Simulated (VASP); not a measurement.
# Si32C (a cell with a defect) in VASP: a series of runs

Si32C (a cell with a defect) is run at these levels: PBE, PBE0; tasks: single point.

All numbers are computed with VASP 6.6.1; they aren't measurements. Logs are shortened: lines on timing, memory, paths and dates and some standing lists are left out, and cuts for length are marked.

## (1) The cell of the first run

The cell holds a defect, 33 atoms: a = 9.474 Å, b = 9.474 Å, c = 9.474 Å, α = 109.47°, β = 109.47°, γ = 109.47°.

## (2) Single point, PBE

File INCAR:

```
SYSTEM = Si32C
ALGO = Normal ; EDIFF = 1E-6
ENCUT = 520 ; GGA = PE
GGA_COMPAT = .FALSE. ; ISIF = 2
ISMEAR = -1 ; LASPH = .TRUE.
LCHARG = .FALSE. ; LREAL = Auto
LWAVE = .FALSE. ; NBANDS = 88
NELM = 120 ; PREC = Accurate
SIGMA = 0.01
```

File KPOINTS:

```
k-points
0
G
  1 1 1
  0 0 0
```

File POSCAR:

```
Si32C
1.0
   -5.4697269700      5.4697269700      5.4697269700
    5.4697269700     -5.4697269700      5.4697269700
    5.4697269700      5.4697269700     -5.4697269700
Si C
32 1
Direct
   -0.0071330800      0.0088577547      0.2524229285
   -0.0021385894      0.2483639508      0.0019340088
   -0.0080356845      0.4988950116      0.7415354591
   -0.0019440641      0.7385676693      0.4941668962
    0.2571023211      0.0080798366      0.0080698726
    0.2409742766      0.2509101473      0.7524796983
    0.2564935156      0.5094030315      0.5070125100
    0.2395062875      0.7404950050      0.2361349126
    0.4762178285      0.0214768490      0.7317538923
    0.4912327461      0.2514428979      0.4965368500
    0.4945627112      0.5067292235      0.2437131702
    0.4927371174      0.7440309219     -0.0198566584
    0.6980508389     -0.0027608325      0.4966106197
    0.7465767528      0.2481324950      0.2458183027
    0.7552180434      0.5130964517      0.0139423778
    0.7603996548      0.7297284713      0.7513221451
    0.0022038577     -0.0051799660      0.5030092937
    0.0047629434      0.2635303385      0.2588904360
   -0.0116676756      0.4910345644     -0.0128728546
    0.0154487601      0.7566640022      0.7542398410
    0.2417609704     -0.0045457479      0.2518388043
    0.2494644628      0.2528949813      0.0031632292
    0.2370536056      0.4928071391      0.7418410502
    0.2490823596      0.7492164641      0.4904630551
    0.5028027935      0.0022912478     -0.0142112212
    0.5000684705      0.2829081796      0.7597378302
    0.5003821059      0.5027140322      0.4936548049
    0.4904594900      0.7494783602      0.2296788317
    0.7726139756     -0.0204012011      0.7735845908
    0.7424968417      0.2536689688      0.4946281624
    0.7407236270      0.4958569257      0.2509130725
    0.7526478968      0.7556415563      0.0033697294
    0.5781067350     -0.0497170154      0.6092899185
```

Potentials or basis: VASP PAW PBE potentials, release 64 (Si, C).

Launch:

```bash
> cat potpaw_PBE.64/Si/POTCAR potpaw_PBE.64/C/POTCAR > POTCAR
> mpirun -np 1 vasp_gam > vasp.out
```

OUTCAR:

```text
SYSTEM = Si32C
   EDIFF = 1E-6
   ENCUT = 520
   GGA = PE
   ISIF = 2
   ISMEAR = -1
   LASPH = .TRUE.
   LREAL = Auto
   NELM = 120
   PREC = Accurate

 ion  position               nearest neighbor table
   1  0.993  0.009  0.252-  32 2.35  18 2.36  17 2.40  21 2.41
   2  0.998  0.248  0.002-  29 2.31  22 2.37  18 2.37  19 2.38
   3  0.992  0.499  0.742-  20 2.33  23 2.34  30 2.34  19 2.36
   4  0.998  0.739  0.494-  31 2.35  20 2.36  24 2.36  17 2.39
   5  0.257  0.008  0.008-  22 2.36  20 2.36  21 2.40  25 2.42
   6  0.241  0.251  0.752-  23 2.34  22 2.34  26 2.35  17 2.35
   7  0.256  0.509  0.507-  23 2.34  24 2.35  18 2.36  27 2.38
   8  0.240  0.740  0.236-  24 2.35  21 2.36  19 2.37  28 2.37
   9  0.476  0.021  0.732-  33 1.84  26 2.32  24 2.37  25 2.41  29 2.88
  10  0.491  0.251  0.497-  27 2.36  21 2.37  26 2.38  30 2.38
  11  0.495  0.507  0.244-  22 2.34  31 2.35  28 2.36  27 2.36
  12  0.493  0.744  0.980-  28 2.35  23 2.36  32 2.36  25 2.40
  13  0.698  0.997  0.497-  33 1.85  28 2.33  30 2.33  29 2.56  17 2.87
  14  0.747  0.248  0.246-  31 2.35  30 2.35  18 2.36  25 2.37
  15  0.755  0.513  0.014-  32 2.34  26 2.35  31 2.35  19 2.37
  16  0.760  0.730  0.751-  29 2.26  20 2.33  32 2.35  27 2.37
  17  0.002  0.995  0.503-   6 2.35   4 2.39   1 2.40  13 2.87
  18  0.005  0.264  0.259-   7 2.36   1 2.36  14 2.36   2 2.37
  19  0.988  0.491  0.987-   3 2.36   8 2.37  15 2.37   2 2.38
  20  0.015  0.757  0.754-  16 2.33   3 2.33   4 2.36   5 2.36
  21  0.242  0.995  0.252-   8 2.36  10 2.37   5 2.40   1 2.41
  22  0.249  0.253  0.003-  11 2.34   6 2.34   5 2.36   2 2.37
  23  0.237  0.493  0.742-   6 2.34   3 2.34   7 2.34  12 2.36
  24  0.249  0.749  0.490-   7 2.35   8 2.35   4 2.36   9 2.37
  25  0.503  0.002  0.986-  14 2.37  12 2.40   9 2.41   5 2.42
  26  0.500  0.283  0.760-   9 2.32   6 2.35  15 2.35  10 2.38
  27  0.500  0.503  0.494-  10 2.36  11 2.36  16 2.37   7 2.38
  28  0.490  0.749  0.230-  13 2.33  12 2.35  11 2.36   8 2.37
  29  0.773  0.980  0.774-  33 1.83  16 2.26   2 2.31  13 2.56   9 2.88
  30  0.742  0.254  0.495-  13 2.33   3 2.34  14 2.35  10 2.38
  31  0.741  0.496  0.251-  11 2.35  15 2.35   4 2.35  14 2.35
  32  0.753  0.756  0.003-  15 2.34  16 2.35   1 2.35  12 2.36
  33  0.578  0.950  0.609-  29 1.83   9 1.84  13 1.85

  LATTYP: Found a body centered cubic cell.
 ALAT       =    10.9394539400

  Lattice vectors:

 A1 = (  -5.4697269700,   5.4697269700,   5.4697269700)
 A2 = (   5.4697269700,  -5.4697269700,   5.4697269700)
 A3 = (   5.4697269700,   5.4697269700,  -5.4697269700)

Analysis of symmetry for initial positions (statically):
=====================================================================
 Subroutine PRICEL returns:
 Original cell was already a primitive cell.

 Routine SETGRP: Setting up the symmetry group for a
 body centered cubic supercell.

 Subroutine GETGRP returns: Found  1 space group operations
 (whereof  1 operations were pure point group operations)
 out of a pool of 48 trial point group operations.

The static configuration has the point symmetry C_1 .

Analysis of symmetry for dynamics (positions and initial velocities):
=====================================================================
 Subroutine PRICEL returns:
 Original cell was already a primitive cell.

 Routine SETGRP: Setting up the symmetry group for a
 body centered cubic supercell.

 Subroutine GETGRP returns: Found  1 space group operations
 (whereof  1 operations were pure point group operations)
 out of a pool of 48 trial point group operations.

The dynamic configuration has the point symmetry C_1 .

 Subroutine INISYM returns: Found  1 space group operations
 (whereof  1 operations are pure point group operations),
 and found     1 'primitive' translations

----------------------------------------------------------------------------------------

                                     Primitive cell

  volume of cell :     654.5713

  direct lattice vectors                    reciprocal lattice vectors
    -5.469726970  5.469726970  5.469726970     0.000000000  0.091412241  0.091412241
     5.469726970 -5.469726970  5.469726970     0.091412241  0.000000000  0.091412241
     5.469726970  5.469726970 -5.469726970     0.091412241  0.091412241  0.000000000

  length of vectors
     9.473845016  9.473845016  9.473845016     0.129276431  0.129276431  0.129276431

  position of ions in fractional coordinates (direct lattice)
     0.992866920  0.008857755  0.252422929
     0.997861411  0.248363951  0.001934009
     0.991964315  0.498895012  0.741535459
     0.998055936  0.738567669  0.494166896
     0.257102321  0.008079837  0.008069873
     0.240974277  0.250910147  0.752479698
[... 25 lines left out ...]
     0.752647897  0.755641556  0.003369729
     0.578106735  0.950282985  0.609289918

  ion indices of the primitive-cell ions
   primitive index   ion index
                 1           1
                 2           2
                 3           3
                 4           4
                 5           5
                 6           6
[... 25 lines left out ...]
                32          32
                33          33

----------------------------------------------------------------------------------------

 KPOINTS: k-points

Automatic generation of k-mesh.
 Grid dimensions read from file:
 generate k-points for:    1    1    1

 Generating k-lattice:

  Cartesian coordinates                     Fractional coordinates (reciprocal lattice)
     0.000000000  0.091412241  0.091412241     1.000000000  0.000000000  0.000000000
     0.091412241  0.000000000  0.091412241     0.000000000  1.000000000  0.000000000
     0.091412241  0.091412241  0.000000000     0.000000000  0.000000000  1.000000000

  Length of vectors
     0.129276431  0.129276431  0.129276431

  Shift w.r.t. Gamma in fractional coordinates (k-lattice)
     0.000000000  0.000000000  0.000000000

 Subroutine IBZKPT returns following result:
 ===========================================

 Found      1 irreducible k-points:

 Following reciprocal coordinates:
            Coordinates               Weight
  0.000000  0.000000  0.000000      1.000000
   k-points           NKPTS =      1   k-points in BZ     NKDIM =      1   number of bands    NBANDS=     88
   number of dos      NEDOS =    301   number of ions     NIONS =     33
   total plane-waves  NPLWV = 343000
   dimension x,y,z NGX =    70 NGY =   70 NGZ =   70
   dimension x,y,z NGXF=   140 NGYF=  140 NGZF=  140
   ions per type =              32   1
   NGX,Y,Z   is equivalent  to a cutoff of  12.28, 12.28, 12.28 a.u.
   NGXF,Y,Z  is equivalent  to a cutoff of  24.57, 24.57, 24.57 a.u.
 SYSTEM =  Si32C
   PREC   = accura    normal or accurate (medium, high low for compatibility)
   ISTART =      0    job   : 0-new  1-cont  2-samecut
   ICHARG =      2    charge: 1-file 2-atom 10-const
   ISPIN  =      1    spin polarized calculation?
   LNONCOLLINEAR =      F non collinear calculations
   LSORBIT =      F    spin-orbit coupling
   LASPH  =      T    aspherical Exc in radial PAW
   ENCUT  =  520.0 eV  38.22 Ry    6.18 a.u.  17.62 17.62 17.62*2*pi/ulx,y,z
   NELM   =    120;   NELMIN=  2; NELMDL= -5     # of ELM steps
   EDIFF  = 0.1E-05   stopping-criterion for ELM
   LREAL  =      T    real-space projection
   EDIFFG = 0.1E-04   stopping-criterion for IOM
   NSW    =      0    number of steps for IOM
   IBRION =     -1    ionic relax: 0-MD 1-quasi-New 2-CG
   NFREE  =      0    steps in history (QN), initial steepest desc. (CG)
   ISIF   =      2    stress and relaxation
   ISYM   =      2    0-nonsym 1-usesym 2-fastsym
   POTIM  = 0.5000    time-step for ionic-motion
   TEBEG  =    0.0;   TEEND  =   0.0 temperature during run
   PSTRESS=    0.0 pullay stress
   NELECT =     132.0000    total number of electrons
   NUPDOWN=      -1.0000    fix difference up-down
   EMIN   =  10.00;   EMAX   =-10.00  energy-range for DOS
   EFERMI =   0.00;   METHOD = LEGACY
   ISMEAR =    -1;   SIGMA  =   0.01  broadening in eV -4-tet -1-fermi 0-gaus
   EFERMI_NEDOS =   21; number of points for ismear=-14 and -15
   IALGO  =     38    algorithm
   IMIX   =      4    mixing-type and parameters
     AMIX     =   0.40;   BMIX     =  1.00
     AMIX_MAG =   1.60;   BMIX_MAG =  1.00
  volume/ion in A,a.u.               =      19.84       133.86
  Fermi-wavevector in a.u.,A,eV,Ry     =   0.960020  1.814176 12.539664  0.921639
  Thomas-Fermi vector in A             =   2.089268
   LORBIT       =      0    0 simple, 1 ext, 2 COOP (PROOUT), +10 PAW based schemes
   GGA     = PE    functional components
   LHFCALC =     F    Hartree Fock is set to
   AEXX    =    0.0000 exact exchange contribution
   IVDW    =     0    specifies the selected vdW correction
   LEPSILON=     F    determine dielectric tensor
   LRPA    =     F    only Hartree local field effects (RPA)
 non-spin polarized calculation
  energy-cutoff  :      520.00
  volume of cell :      654.57
 maximum number of plane-waves:      8775
 NGX is ok and might be reduce to    70
   NGX = 35   NGY = 35   NGZ = 35

 number of electron     132.0000000 magnetization

 Free energy of the ion-electron system (eV)
  ---------------------------------------------------
  ext. energy  EPLUGINS =         0.00000000
  ---------------------------------------------------
  free energy    TOTEN  =      -175.57793065 eV

  energy without entropy =     -175.57793065  energy(sigma->0) =     -175.57793065

 E-fermi :   5.9538     XC(G=0):  -9.3978

 val. band max:        5.6762754127   @ k =   0.0000   0.0000   0.0000
 cond. band min:       6.1946003461   @ k =   0.0000   0.0000   0.0000
 fundamental gap:      0.5183249334
 Fermi energy:         5.9538351351

 k-point     1 :       0.0000    0.0000    0.0000
  band No.  band energies     occupation
      1      -7.3753      2.00000
      2      -5.8607      2.00000
      3      -4.4686      2.00000
      4      -4.3206      2.00000
      5      -4.2384      2.00000
      6      -4.2025      2.00000
[... 70 lines left out ...]
     77       8.0485      0.00000
     78       8.0769      0.00000
 [bands above 78 left out]

------------------------ aborting loop because EDIFF is reached ----------------------------------------

  FORCE on cell =-STRESS in cart. coord.  units (eV):
  Direction    XX          YY          ZZ          XY          YZ          ZX
  --------------------------------------------------------------------------------------
  -------------------------------------------------------------------------------------
  Total        1.8080034      8.9150390      1.3527698     -0.5053473     -0.1978220      6.1659834
  in kB        4.4254036     21.8211127      3.3111401     -1.2369255     -0.4842039     15.0923197
  external PRESSURE =       9.8525521 kB  Pullay stress =       0.0000000 kB

 VOLUME and BASIS-vectors are now :
 -----------------------------------------------------------------------------
  energy-cutoff  :      520.00
  volume of cell :      654.57
      direct lattice vectors                 reciprocal lattice vectors
    -5.469726970  5.469726970  5.469726970     0.000000000  0.091412241  0.091412241
     5.469726970 -5.469726970  5.469726970     0.091412241  0.000000000  0.091412241
     5.469726970  5.469726970 -5.469726970     0.091412241  0.091412241  0.000000000

 POSITION                                       TOTAL-FORCE (eV/Angst)
 -----------------------------------------------------------------------------------
     -4.00158      6.76295      4.09848         0.065817      0.052638     -0.048911
     -4.08897      4.11012      6.80593        -0.009276      0.098146      0.045277
      1.35904      6.75295      4.09860         0.032412      0.008443     -0.024497
      1.28363      4.12229      6.79590         0.020745     -0.097967     -0.105212
     -1.31794      1.40622      1.40633        -0.026338      0.033848      0.022838
      4.17021      4.06151     -1.42539        -0.007866      0.002024      0.004847
[... 25 lines left out ...]
      0.03481      0.00206      8.23150        -0.015081      0.043370     -0.012514
      5.36835      1.29695      5.02722        -0.063769      0.140129      0.272125
 -----------------------------------------------------------------------------------
    total drift:                                0.009122     -0.007017     -0.015557

  FREE ENERGIE OF THE ION-ELECTRON SYSTEM (eV)
  ---------------------------------------------------
  free  energy   TOTEN  =      -175.5779306475 eV

  energy  without entropy=     -175.5779306475  energy(sigma->0) =     -175.57793065
```

Run time: 1.8 min. Hardware: 1 thread of Intel Xeon Platinum 8375C at 2.90GHz (Ice Lake), shared host; peak memory 0.62 GiB.

What came out:

* Free energy: -175.5779 eV
* Pressure: 1.0 GPa
* Largest force: 0.589 eV/Å

Forces in eV/Å, atoms in the order of the input:
```
Si   0.066  0.053 -0.049
Si  -0.009  0.098  0.045
Si   0.032  0.008 -0.024
Si   0.021 -0.098 -0.105
Si  -0.026  0.034  0.023
Si  -0.008  0.002  0.005
Si   0.069 -0.011  0.030
Si   0.044  0.048  0.004
Si  -0.203 -0.185 -0.098
Si  -0.021 -0.025  0.027
Si   0.039 -0.024 -0.005
Si  -0.033 -0.002  0.004
Si  -0.126  0.113  0.212
Si  -0.046 -0.015  0.020
Si  -0.063 -0.020 -0.049
Si   0.004  0.040  0.011
Si   0.324 -0.267 -0.413
Si   0.007  0.053  0.027
Si   0.006  0.053 -0.014
Si  -0.002  0.028  0.021
Si  -0.012 -0.027  0.007
Si  -0.027  0.054  0.036
Si   0.004 -0.015 -0.009
Si   0.124 -0.089 -0.100
Si  -0.082 -0.022  0.054
Si  -0.057 -0.027 -0.022
Si   0.052  0.004  0.013
Si   0.021 -0.004  0.052
Si   0.030  0.138  0.047
Si  -0.031 -0.006  0.044
Si  -0.018 -0.074 -0.052
Si  -0.015  0.043 -0.013
C   -0.064  0.140  0.272
```

Caveat: the k points lie up to 0.81 Å⁻¹ apart, too coarse for converged energies, forces and pressures.

## (3) Single point, PBE

File INCAR:

```
PREC     = Accurate       # precision mode
ENCUT    = 520            # plane-wave cutoff, eV
EDIFF    = 1E-6           # SCF threshold, eV
ISMEAR   = -1             # smearing method
SIGMA    = 0.01           # smearing width, eV
LREAL    = Auto         
LASPH    = True           # aspherical terms in the spheres
NELM     = 120            # most SCF steps
ALGO     = Normal         # electronic algorithm
ISIF     = 2              # what is computed and relaxed
LWAVE    = False          # write WAVECAR
LCHARG   = True           # write CHGCAR
GGA      = PE             # functional
LELF     = True           # ELF
LVHAR    = True         
NBANDS   = 88             # bands
GGA_COMPAT= False
```

File KPOINTS:

```
regular mesh
0
Gamma
  1 1 1
```

File POSCAR:

```
Si32C
1.0
   -5.4697269700      5.4697269700      5.4697269700
    5.4697269700     -5.4697269700      5.4697269700
    5.4697269700      5.4697269700     -5.4697269700
Si C
32 1
Direct
   -0.0070524544      0.0085753823      0.2379486229
   -0.0255604166      0.2430184372     -0.0103972283
   -0.0083718073      0.4962632532      0.7375060990
    0.0272531885      0.7516503150      0.5079581696
    0.2470333542      0.0071395703      0.0095607149
    0.2400738661      0.2519986843      0.7551520437
    0.2519790307      0.4940082046      0.4991665059
    0.2299235422      0.7323676341      0.2231241169
    0.5197830743      0.0650869782      0.7924047258
    0.4888343632      0.2506722927      0.5039062306
    0.4966782647      0.5001839242      0.2423164826
    0.4904889247      0.7475433458     -0.0136971188
    0.6517401178     -0.0148024756      0.4992821424
    0.7436088716      0.2515031386      0.2561014485
    0.7647885393      0.5285352479      0.0272258562
    0.7500930161      0.7275686742      0.7453101448
    0.1029811000      0.0033040040      0.4918401805
   -0.0094563221      0.2572011378      0.2492180154
   -0.0188126392      0.4915047889     -0.0215615881
    0.0073638045      0.7533546048      0.7507685525
    0.2436460736     -0.0036534730      0.2584629923
    0.2354893594      0.2506825309     -0.0006964699
    0.2398053883      0.4931389656      0.7436194754
    0.2749108883      0.7421385057      0.4853155403
    0.4956522537      0.0047011487      0.0000916865
    0.5086918443      0.2970920686      0.7755374305
    0.4976203593      0.4927433334      0.4877254413
    0.4814770489      0.7383058647      0.2271867512
    0.7452544747     -0.0307340752      0.7486621403
    0.7356514360      0.2507236664      0.5009697038
    0.7589446462      0.5082007777      0.2673494505
    0.7473998286      0.7597775945      0.0000272408
    0.5118388021     -0.0783441299      0.6008611614
```

Potentials or basis: VASP PAW PBE potentials, release 64 (Si, C).

Launch:

```bash
> cat potpaw_PBE.64/Si/POTCAR potpaw_PBE.64/C/POTCAR > POTCAR
> mpirun -np 1 vasp_gam > vasp.out
```

It took 2.1 min on 1 thread of Intel Xeon Platinum 8375C at 2.90GHz (Ice Lake), shared host; peak memory 0.63 GiB.

It converged, with:

```yaml
Free_energy: -175.4203 eV
Pressure: 1.4 GPa
Largest_force: 0.014 eV/Å
```

Forces in eV/Å, atoms in the order of the input:
```
Si  -0.004 -0.002  0.006
Si  -0.005 -0.003 -0.001
Si  -0.005 -0.003  0.000
Si  -0.003  0.005 -0.006
Si  -0.001 -0.007  0.000
Si  -0.005  0.004  0.001
Si   0.003 -0.002 -0.004
Si   0.000  0.005  0.005
Si  -0.008  0.002  0.008
Si  -0.008  0.006 -0.004
Si  -0.007 -0.002  0.005
Si  -0.003  0.006 -0.004
Si  -0.009 -0.001  0.003
Si   0.003  0.001 -0.003
Si   0.005 -0.006  0.002
Si   0.005  0.000  0.005
Si   0.003  0.000  0.006
Si   0.002  0.005 -0.002
Si   0.003 -0.002  0.005
Si  -0.003  0.007 -0.004
Si   0.003  0.000 -0.006
Si   0.005 -0.002  0.000
Si   0.003 -0.002  0.000
Si   0.002 -0.007 -0.006
Si   0.000  0.000  0.005
Si   0.003  0.011 -0.002
Si  -0.001 -0.001  0.004
Si   0.006 -0.003  0.000
Si   0.005 -0.009 -0.009
Si   0.006 -0.004  0.000
Si   0.003  0.000 -0.005
Si   0.000  0.001 -0.001
C    0.002  0.003  0.003
```

Stress tensor (GPa, compression positive):
```
 2.09  0.15  0.81
 0.15  1.76 -1.04
 0.81 -1.04  0.23
```

Levels at points of the mesh, in eV from the Fermi level:
```tsv
k point	band 64	band 65	band 66	band 67	band 68	band 69
(0.00, 0.00, 0.00)	-0.53	-0.35	-0.22	0.22	0.54	0.57
```

Caveat: the k points lie up to 0.81 Å⁻¹ apart, too coarse for converged energies, forces and pressures.

(Continued in part 2 of 2.)
